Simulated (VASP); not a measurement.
A run of VASP 6.6.1 is set up as follows.

File POSCAR:

```
CdSe
1.0
    4.2984999142      0.0322387494      0.0000000000
   -2.1213303812      3.7064907492      0.0000000000
    0.0000000000      0.0000000000      7.0152000000
Cd Se
2 2
Direct
    0.6666666667      0.3333333333      0.0000000000
    0.3333333333      0.6666666667      0.5000000000
    0.6666666667      0.3333333333      0.3750000000
    0.3333333333      0.6666666667      0.8750000000
```

The input INCAR.step1:

```
PREC = Accurate ; ENCUT = 520
ISMEAR = 0 ; SIGMA = 0.05
LREAL = F ; LASPH = T
NELM = 100 ; NBANDS = 26
GGA = PE ; ALGO = Normal
EDIFF = 1E-4 ; LWAVE = T
LCHARG = F
```

The input INCAR.step2:

```
PREC = Accurate ; ENCUT = 520
EDIFF = 1E-6 ; ISMEAR = 0
SIGMA = 0.05 ; LREAL = F
LASPH = T ; NELM = 100
ALGO = Normal ; ISIF = 2
LWAVE = F ; LCHARG = F
METAGGA = R2SCAN ; LMIXTAU = T
NBANDS = 26 ; ISTART = 1
```

KPOINTS

```
regular mesh
0
Gamma
  6 6 4
```

Potentials or basis: VASP PAW PBE potentials, release 64 (Cd, Se).

The run is started by

```bash
$ cat potpaw_PBE.64/Cd/POTCAR potpaw_PBE.64/Se/POTCAR > POTCAR
$ cp INCAR.step1 INCAR
$ mpirun -np 1 vasp_std > vasp.out
$ cp INCAR.step2 INCAR
$ mpirun -np 1 vasp_std > vasp.out
```

Task: Estimate the band gap on the k mesh.

Result: 1.13 eV.

Task: What does it give for the pressure?

Result: 1.8 GPa.

Forces on the atoms (eV/Å):
```
Cd   0.088 -0.002 -0.020
Cd  -0.088  0.002 -0.020
Se   0.107 -0.002  0.020
Se  -0.107  0.002  0.020
```

Caveat: the cell differs from its parent crystal (strain +0.0150 x Voigt [0, 0, 0, 0, 0, 1]); the PAW data sets were made with another functional, which shifts forces and pressure a little.
